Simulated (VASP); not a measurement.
Runs of VASP 6.6.1 on C. The structure is that of space group C2/m (No. 12), or close to it. The cells are those of the table. 

```tsv
task	potentials or basis	cell	k mesh	cutoff (eV)	second run	gap on the mesh (eV)	pressure (GPa)	relaxed volume (Å³/atom)
single point	VASP PAW PBE potentials, release 64 (C)	a = 1.286, b = 3.333, c = 3.326 Å, angles 118.8, 94.7, 95.0°, 1 atom	12 × 6 × 6	520	-	none	-0.2	-
relaxation of cell and atoms	VASP PAW PBE potentials, release 64 (C)	relaxed from a = 3.330, b = 3.330, c = 1.286 Å, angles 94.8, 94.8, 118.8°, 1 atom	20 × 20 × 42	600	-	none	0.0	17.41
relaxation of cell and atoms	VASP PAW PBE potentials, release 64 (C)	relaxed from a = 1.285, b = 3.398, c = 3.435 Å, angles 110.7, 93.1, 97.8°, 1 atom	12 × 6 × 6	600	-	none	0.1	(a)
relaxation of cell and atoms	VASP PAW PBE potentials, release 64 (C_h)	relaxed from a = 1.285, b = 3.398, c = 3.435 Å, angles 110.7, 93.1, 97.8°, 1 atom	12 × 6 × 6	910	hard_potentials	none	0.1	12.62
```

Alike in all rows: level PBE; no spin polarisation; smearing gaussian 0.1 eV.

Task: Estimate the missing entries.

Result: (a) 12.52.

Caveats: some runs use coarse meshes; the volume moved by over 15 % at a fixed basis, so the end points are rough (some runs); the cutoff is under 1.25 times the usual one of these potentials, so pressure, stress and relaxed cells hold a basis-set (Pulay) error (some runs).

A gap of «none» marks levels without a gap at the run's occupations.
